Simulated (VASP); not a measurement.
The system is NaI.

```xyz
2
Lattice="0.0000 3.3990 3.3990 3.3990 0.0000 3.3990 3.3990 3.3990 0.0000" Properties=species:S:1:pos:R:3 pbc="T T T"
Na    0.0000    0.0000    0.0000
I     1.6995    1.6995    1.6995
```

This cell differs from its parent crystal: strain -4.1%.

Base run:

```yaml
Program: VASP 6.6.1
Functional: r2SCAN
Potentials_or_basis: VASP PAW PBE potentials, release 64 (Na_pv, I)
Cutoff: 520 eV
k_mesh: 6 × 6 × 6
Occupations: gaussian, width 0.01 eV
Spin: no spin polarisation
```

Its results: band gap on the k mesh 4.65 eV, direct; pressure 1.9 GPa.

Question: The run is repeated on the same cell with these changes: functional from r2SCAN to PBE; occupations from gaussian, width 0.01 eV to fermi-dirac, width 0.02 eV. What comes out?

Answer: Band gap on the k mesh 4.04 eV, direct; pressure 2.4 GPa.

Caveats: spin-orbit coupling is left out, which moves the levels of the heavy elements; the PAW data sets were made with another functional, which shifts forces and pressure a little (some runs).

